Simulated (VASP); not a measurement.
CaTi6:

```
Ca Ti
1.0
     0.00000    3.85802    3.85802
     3.85802    0.00000    3.85802
     3.85802    3.85802    0.00000
Ca Ti
1 6
Direct
  0.00000 0.00000 0.00000
  0.50000 0.50000 0.00000
  0.50000 0.00000 0.50000
  0.00000 0.00000 0.50000
  0.00000 0.50000 0.00000
  0.00000 0.50000 0.50000
  0.50000 0.00000 0.00000
```

- Program: VASP 6.6.1
- Task: relaxation of cell and atoms
- Functional: PBE
- Potentials or basis: VASP PAW PBE potentials, release 64 (Ca_sv, Ti_sv)
- Cutoff: 600 eV
- k mesh: 4 × 4 × 4
- Occupations: gaussian, width 0.1 eV
- Spin: no spin polarisation

At the start: pressure 22.8 GPa; volume 16.41 Å³/atom.

Problem. Where does the relaxation end?

Solution. Over 3 steps the energy falls by 258.1 meV/atom and the volume is 20.65 Å³/atom (+25.9 %); space group Fm-3m (No. 225, to 0.05 Å).

The path:
```tsv
step	energy change (eV)	largest force (eV/Å)	pressure (GPa)	volume (Å³)
1	0.0000	0.0000	22.80	114.85
2	-1.5809	0.0000	-5.07	158.19
3	-1.8065	0.0000	0.15	144.57
```

Final structure:
```xyz
7
Lattice="0.0000 4.1657 4.1657 4.1657 0.0000 4.1657 4.1657 4.1657 0.0000" Properties=species:S:1:pos:R:3 pbc="T T T"
Ca    0.0000    0.0000    0.0000
Ti    2.0828    2.0828    4.1657
Ti    2.0828    4.1657    2.0828
Ti    2.0828    2.0828    0.0000
Ti    2.0828    0.0000    2.0828
Ti    4.1657    2.0828    2.0828
Ti    0.0000    2.0828    2.0828
```

Caveat: the volume moved by over 15 % at a fixed basis, so the end points are rough.
